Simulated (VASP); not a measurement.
# HfSn2S6 (P-3m1) in VASP: relaxation of cell and atoms with PBE

Aim: the relaxation of cell and atoms of HfSn2S6 with PBE.

Everything below comes from runs of VASP 6.6.1. Logs are shortened: lines on timing, memory, paths and dates and some standing lists are left out, and cuts for length are marked.

## (1) The cell of the first run

The structure is trigonal, space group P-3m1 (No. 164). The conventional cell has a = 3.668 Å, b = 3.668 Å, c = 18.657 Å, α = 90.00°, β = 90.00°, γ = 120.00°. Hf (site symmetry -3m) has 6 S at 2.57 Å within 3.4 Å. Within 3.4 Å of Sn (site symmetry 3m) lie 6 S at 2.57 Å. Within 3.4 Å of S (site symmetry 3m) lie 3 Sn at 2.57 Å. Within 3.4 Å of S (site symmetry 3m) lie 3 Sn at 2.57 Å. Within 3.4 Å of S (site symmetry 3m) lie 3 Hf at 2.57 Å.

## (2) Relaxation of cell and atoms, PBE

The input, INCAR:

```
  PREC = Accurate
  ENCUT = 600
  EDIFF = 1E-7
  ISMEAR = 0
  SIGMA = 0.02
  LREAL = False
  LASPH = True
  NELM = 60
  ALGO = Normal
  ISIF = 3
  LWAVE = False
  LCHARG = False
  GGA = PE
  IBRION = 2
  NSW = 100
  EDIFFG = -0.01
```

The input, KPOINTS:

```
regular mesh
0
Gamma
  12 12 2
```

The input, POSCAR:

```
HfSn2S6
1.0
    3.6684297000      0.0000000000      0.0000000000
   -1.8342148500      3.1769533100      0.0000000000
    0.0000000000      0.0000000000     18.6566121100
Hf Sn S
1 2 6
Direct
    0.0000000000      0.0000000000      0.5000000000
    0.0000000000      0.0000000000      0.8333333300
    0.0000000000      0.0000000000      0.1666666700
    0.3333333300      0.6666666700      0.9115511600
    0.3333333300      0.6666666700      0.2448844900
    0.3333333300      0.6666666700      0.5782178200
    0.6666666700      0.3333333300      0.0884488400
    0.6666666700      0.3333333300      0.4217821800
    0.6666666700      0.3333333300      0.7551155100
```

Potentials or basis: VASP PAW PBE potentials, release 64 (Hf_pv, Sn_d, S).

Launch:

```bash
$ cat potpaw_PBE.64/Hf_pv/POTCAR potpaw_PBE.64/Sn_d/POTCAR potpaw_PBE.64/S/POTCAR > POTCAR
$ mpirun -np 1 vasp_std > vasp.out
```

OUTCAR:

```text
PREC = Accurate
   ENCUT = 600
   EDIFF = 1E-7
   ISMEAR = 0
   LREAL = False
   LASPH = True
   NELM = 60
   ISIF = 3
   GGA = PE
   IBRION = 2
   NSW = 100
   EDIFFG = -0.01

 ion  position               nearest neighbor table
   1  0.000  0.000  0.500-   6 2.57   8 2.57   6 2.57   8 2.57   8 2.57   6 2.57
   2  0.000  0.000  0.833-   9 2.57   9 2.57   9 2.57   4 2.57   4 2.57   4 2.57
   3  0.000  0.000  0.167-   5 2.57   5 2.57   5 2.57   7 2.57   7 2.57   7 2.57
   4  0.333  0.667  0.912-   2 2.57   2 2.57   2 2.57
   5  0.333  0.667  0.245-   3 2.57   3 2.57   3 2.57
   6  0.333  0.667  0.578-   1 2.57   1 2.57   1 2.57
   7  0.667  0.333  0.088-   3 2.57   3 2.57   3 2.57
   8  0.667  0.333  0.422-   1 2.57   1 2.57   1 2.57
   9  0.667  0.333  0.755-   2 2.57   2 2.57   2 2.57

  LATTYP: Found a hexagonal cell.
 ALAT       =     3.6684297000
 C/A-ratio  =     5.0857215855

  Lattice vectors:

 A1 = (   3.6684297000,   0.0000000000,   0.0000000000)
 A2 = (  -1.8342148500,   3.1769533100,   0.0000000000)
 A3 = (   0.0000000000,   0.0000000000,  18.6566121100)

Analysis of symmetry for initial positions (statically):
=====================================================================
 Subroutine PRICEL returns:
 Original cell was already a primitive cell.

 Routine SETGRP: Setting up the symmetry group for a
 hexagonal supercell.

 Subroutine GETGRP returns: Found 12 space group operations
 (whereof 12 operations were pure point group operations)
 out of a pool of 24 trial point group operations.

The static configuration has the point symmetry D_3d.

Analysis of symmetry for dynamics (positions and initial velocities):
=====================================================================
 Subroutine PRICEL returns:
 Original cell was already a primitive cell.

 Routine SETGRP: Setting up the symmetry group for a
 hexagonal supercell.

 Subroutine GETGRP returns: Found 12 space group operations
 (whereof 12 operations were pure point group operations)
 out of a pool of 24 trial point group operations.

The dynamic configuration has the point symmetry D_3d.

 Subroutine INISYM returns: Found 12 space group operations
 (whereof 12 operations are pure point group operations),
 and found     1 'primitive' translations

----------------------------------------------------------------------------------------

                                     Primitive cell

  volume of cell :     217.4322

  direct lattice vectors                    reciprocal lattice vectors
     3.668429700  0.000000000  0.000000000     0.272596201  0.157383490  0.000000000
    -1.834214850  3.176953310  0.000000000     0.000000000  0.314766980  0.000000000
     0.000000000  0.000000000 18.656612110     0.000000000  0.000000000  0.053600300

  length of vectors
     3.668429700  3.668429698 18.656612110     0.314766980  0.314766980  0.053600300

  position of ions in fractional coordinates (direct lattice)
     0.000000000  0.000000000  0.500000000
     0.000000000  0.000000000  0.833333330
     0.000000000  0.000000000  0.166666670
     0.333333330  0.666666670  0.911551160
     0.333333330  0.666666670  0.244884490
     0.333333330  0.666666670  0.578217820
     0.666666670  0.333333330  0.088448840
     0.666666670  0.333333330  0.421782180
     0.666666670  0.333333330  0.755115510

  ion indices of the primitive-cell ions
   primitive index   ion index
                 1           1
                 2           2
                 3           3
                 4           4
                 5           5
                 6           6
                 7           7
                 8           8
                 9           9

----------------------------------------------------------------------------------------

 KPOINTS: regular mesh

Automatic generation of k-mesh.
 Grid dimensions read from file:
 generate k-points for:   12   12    2

 Generating k-lattice:

  Cartesian coordinates                     Fractional coordinates (reciprocal lattice)
     0.022716350  0.013115291  0.000000000     0.083333333  0.000000000  0.000000000
     0.000000000  0.026230582  0.000000000     0.000000000  0.083333333  0.000000000
     0.000000000  0.000000000  0.026800150     0.000000000  0.000000000  0.500000000

  Length of vectors
     0.026230582  0.026230582  0.026800150

  Shift w.r.t. Gamma in fractional coordinates (k-lattice)
     0.000000000  0.000000000  0.000000000

 Subroutine IBZKPT returns following result:
 ===========================================

 Found     38 irreducible k-points:

 Following reciprocal coordinates:
            Coordinates               Weight
  0.000000  0.000000  0.000000      1.000000
  0.083333  0.000000  0.000000      6.000000
  0.166667 -0.000000  0.000000      6.000000
  0.250000  0.000000  0.000000      6.000000
  0.333333  0.000000  0.000000      6.000000
  0.416667 -0.000000  0.000000      6.000000
[... 16 lines left out ...]
  0.250000  0.000000  0.500000      6.000000
  0.333333  0.000000  0.500000      6.000000
 [... further k-points ...]
   k-points           NKPTS =     38   k-points in BZ     NKDIM =     38   number of bands    NBANDS=     44
   number of dos      NEDOS =    301   number of ions     NIONS =      9
   total plane-waves  NPLWV = 135000
   dimension x,y,z NGX =    30 NGY =   30 NGZ =  150
   dimension x,y,z NGXF=    60 NGYF=   60 NGZF=  300
   ions per type =               1   2   6
   NGX,Y,Z   is equivalent  to a cutoff of  13.60, 13.60, 13.37 a.u.
   NGXF,Y,Z  is equivalent  to a cutoff of  27.19, 27.19, 26.73 a.u.
 SYSTEM =  unknown system
   PREC   = accura    normal or accurate (medium, high low for compatibility)
   ISTART =      0    job   : 0-new  1-cont  2-samecut
   ICHARG =      2    charge: 1-file 2-atom 10-const
   ISPIN  =      1    spin polarized calculation?
   LNONCOLLINEAR =      F non collinear calculations
   LSORBIT =      F    spin-orbit coupling
   LASPH  =      T    aspherical Exc in radial PAW
   ENCUT  =  600.0 eV  44.10 Ry    6.64 a.u.   7.33  7.33 37.26*2*pi/ulx,y,z
   NELM   =     60;   NELMIN=  2; NELMDL= -5     # of ELM steps
   EDIFF  = 0.1E-06   stopping-criterion for ELM
   LREAL  =      F    real-space projection
   EDIFFG = -.1E-01   stopping-criterion for IOM
   NSW    =    100    number of steps for IOM
   IBRION =      2    ionic relax: 0-MD 1-quasi-New 2-CG
   NFREE  =      1    steps in history (QN), initial steepest desc. (CG)
   ISIF   =      3    stress and relaxation
   ISYM   =      2    0-nonsym 1-usesym 2-fastsym
   POTIM  = 0.5000    time-step for ionic-motion
   TEBEG  =    0.0;   TEEND  =   0.0 temperature during run
   PSTRESS=    0.0 pullay stress
   NELECT =      74.0000    total number of electrons
   NUPDOWN=      -1.0000    fix difference up-down
   EMIN   =  10.00;   EMAX   =-10.00  energy-range for DOS
   EFERMI =   0.00;   METHOD = LEGACY
   ISMEAR =     0;   SIGMA  =   0.02  broadening in eV -4-tet -1-fermi 0-gaus
   EFERMI_NEDOS =   21; number of points for ismear=-14 and -15
   IALGO  =     38    algorithm
   IMIX   =      4    mixing-type and parameters
     AMIX     =   0.40;   BMIX     =  1.00
     AMIX_MAG =   1.60;   BMIX_MAG =  1.00
  volume/ion in A,a.u.               =      24.16       163.03
  Fermi-wavevector in a.u.,A,eV,Ry     =   1.142994  2.159946 17.775146  1.306436
  Thomas-Fermi vector in A             =   2.279691
   LORBIT       =      0    0 simple, 1 ext, 2 COOP (PROOUT), +10 PAW based schemes
   GGA     = PE    functional components
   LHFCALC =     F    Hartree Fock is set to
   AEXX    =    0.0000 exact exchange contribution
   IVDW    =     0    specifies the selected vdW correction
   LEPSILON=     F    determine dielectric tensor
   LRPA    =     F    only Hartree local field effects (RPA)
 conjugate gradient relaxation of ions
 non-spin polarized calculation
 Gauss-broadening in eV      SIGMA  =   0.02
  energy-cutoff  :      600.00
  volume of cell :      217.43
 maximum number of plane-waves:      7358
 NGX is ok and might be reduce to    30
   NGX = 15   NGY = 15   NGZ = 75

--------------------------------------- Ionic step        1  -------------------------------------------

 number of electron      73.9999988 magnetization

 Free energy of the ion-electron system (eV)
  ---------------------------------------------------
  ext. energy  EPLUGINS =         0.00000000
  ---------------------------------------------------
  free energy    TOTEN  =       -49.30165892 eV

  energy without entropy =      -49.30165892  energy(sigma->0) =      -49.30165892

------------------------ aborting loop because EDIFF is reached ----------------------------------------

  FORCE on cell =-STRESS in cart. coord.  units (eV):
  Direction    XX          YY          ZZ          XY          YZ          ZX
  --------------------------------------------------------------------------------------
  -------------------------------------------------------------------------------------
  Total        1.1994065      1.1994065      1.6741565      0.0000000      0.0000000      0.0000000
  in kB        8.8379829      8.8379829     12.3362405      0.0000000      0.0000000      0.0000000
  external PRESSURE =      10.0040687 kB  Pullay stress =       0.0000000 kB
[... 110 lines left out ...]
  FREE ENERGIE OF THE ION-ELECTRON SYSTEM (eV)
  ---------------------------------------------------
  free  energy   TOTEN  =       -49.3238417069 eV

  energy  without entropy=      -49.3238417069  energy(sigma->0) =      -49.32384171

 E-fermi :   3.4447     XC(G=0):  -9.1277

 val. band max:        3.3375813283   @ k =   0.0000   0.0000   0.0000
 cond. band min:       4.5424954630   @ k =   0.5000   0.0000   0.5000
 fundamental gap:      1.2049141347
 Fermi energy:         3.4447214799

 k-point     1 :       0.0000    0.0000    0.0000
  band No.  band energies     occupation
      1     -27.3215      2.00000
      2     -27.2121      2.00000
      3     -27.2121      2.00000
      4     -17.6905      2.00000
      5     -17.6905      2.00000
      6     -17.6905      2.00000
[... 1117 lines left out ...]
     43       7.9287      0.00000
     44       8.0625      0.00000

 [... further k-points ...]

[... ionic steps 4 to 18 ...]

--------------------------------------- Ionic step       19  -------------------------------------------

 number of electron      74.0000002 magnetization

------------------------ aborting loop because EDIFF is reached ----------------------------------------

  FORCE on cell =-STRESS in cart. coord.  units (eV):
  Direction    XX          YY          ZZ          XY          YZ          ZX
  --------------------------------------------------------------------------------------
  -------------------------------------------------------------------------------------
  Total        0.0746340      0.0746340     -0.0695602     -0.0000000     -0.0000000      0.0000000
  in kB        0.5042076      0.5042076     -0.4699299     -0.0000000     -0.0000000      0.0000000
  external PRESSURE =       0.1794951 kB  Pullay stress =       0.0000000 kB
[... 71 lines left out ...]
  energy  without entropy=      -49.3652199297  energy(sigma->0) =      -49.36521993

--------------------------------------- Ionic step       21  -------------------------------------------

 number of electron      74.0000002 magnetization

 Free energy of the ion-electron system (eV)
  ---------------------------------------------------
  ext. energy  EPLUGINS =         0.00000000
  ---------------------------------------------------
  free energy    TOTEN  =       -49.36527392 eV

  energy without entropy =      -49.36527392  energy(sigma->0) =      -49.36527392

 E-fermi :   2.8207     XC(G=0):  -8.6848

 val. band max:        2.6858830893   @ k =   0.0000   0.0000   0.0000
 cond. band min:       3.9076846943   @ k =   0.5000   0.0000   0.5000
 fundamental gap:      1.2218016050
 Fermi energy:         2.8206899174

 k-point     1 :       0.0000    0.0000    0.0000
  band No.  band energies     occupation
      1     -27.9855      2.00000
      2     -27.8766      2.00000
      3     -27.8766      2.00000
      4     -18.3695      2.00000
      5     -18.3695      2.00000
      6     -18.3695      2.00000
[... 1155 lines left out ...]
  FREE ENERGIE OF THE ION-ELECTRON SYSTEM (eV)
  ---------------------------------------------------
  free  energy   TOTEN  =       -49.3652739165 eV

  energy  without entropy=      -49.3652739165  energy(sigma->0) =      -49.36527392

 reached required accuracy - stopping structural energy minimisation
```

It took 2.7 h on 1 thread of Oxide Virtual Turin-like, shared host; peak memory 0.65 GiB.

Results:

| Item | Value |
| --- | --- |
| Free energy | -49.3653 eV |
| Relaxed volume | 26.39 Å³/atom |
| Relaxed cell | a = 3.682 Å, b = 3.682 Å, c = 20.235 Å, α = 90.00°, β = 90.00°, γ = 120.00° |
| Space group after relaxing (to 0.1 Å) | P-3m1 (No. 164) |
| Energy gained by relaxing | 7.1 meV/atom |
| Ionic steps | 21 |
| Pressure after relaxing | 0.0 GPa |
| Largest force after relaxing | 0.007 eV/Å |
| Band gap on the k mesh | 1.22 eV (least direct gap 1.76 eV) |

Forces on the atoms (eV/Å):
```
Hf   0.000  0.000  0.000
Sn   0.000  0.000 -0.007
Sn   0.000  0.000  0.007
S    0.000  0.000  0.000
S    0.000  0.000 -0.004
S    0.000  0.000 -0.007
S    0.000  0.000  0.000
S    0.000  0.000  0.007
S    0.000  0.000  0.004
```

Step by step:
```tsv
step	energy change (eV)	largest force (eV/Å)	pressure (GPa)	volume (Å³)
1	0.0000	0.3306	1.00	217.43
2	-0.0206	0.4054	-0.78	222.21
3	-0.0222	0.3898	-0.42	221.20
4	-0.0348	0.1247	-0.03	220.90
5	-0.0358	0.0800	0.12	220.80
6	-0.0375	0.0761	0.09	221.36
7	-0.0420	0.0627	0.00	223.04
8	-0.0475	0.0368	-0.16	226.43
9	-0.0461	0.1117	-0.40	233.27
10	-0.0488	0.0720	-0.26	229.40
11	-0.0499	0.0757	-0.21	229.60
12	-0.0528	0.0871	-0.09	230.20
13	-0.0569	0.1108	0.16	231.39
14	-0.0575	0.1623	0.69	233.72
15	-0.0584	0.1440	0.49	232.86
16	-0.0609	0.0986	0.36	234.05
17	-0.0633	0.0349	-0.02	237.63
18	-0.0634	0.0209	0.04	237.03
19	-0.0634	0.0181	0.02	237.16
20	-0.0636	0.0193	-0.04	237.54
21	-0.0636	0.0073	0.00	237.51
```

Final structure:
```xyz
9
Lattice="3.6815 0.0000 0.0000 -1.8408 3.1883 0.0000 0.0000 0.0000 20.2349" Properties=species:S:1:pos:R:3 pbc="T T T"
Hf    0.0000    0.0000   10.1174
Sn    0.0000    0.0000   16.8557
Sn    0.0000    0.0000    3.3792
S     0.0000    2.1255   18.3399
S     0.0000    2.1255    4.8642
S     0.0000    2.1255   11.5450
S     1.8408    1.0628    1.8949
S     1.8408    1.0628    8.6899
S     1.8408    1.0628   15.3707
```

Caveat: spin-orbit coupling is left out, which moves the levels of the heavy elements; this functional lacks dispersion, which binds layers or chains, so the pressure and a relaxed spacing across them are unreliable. A k mesh can miss the band edges.
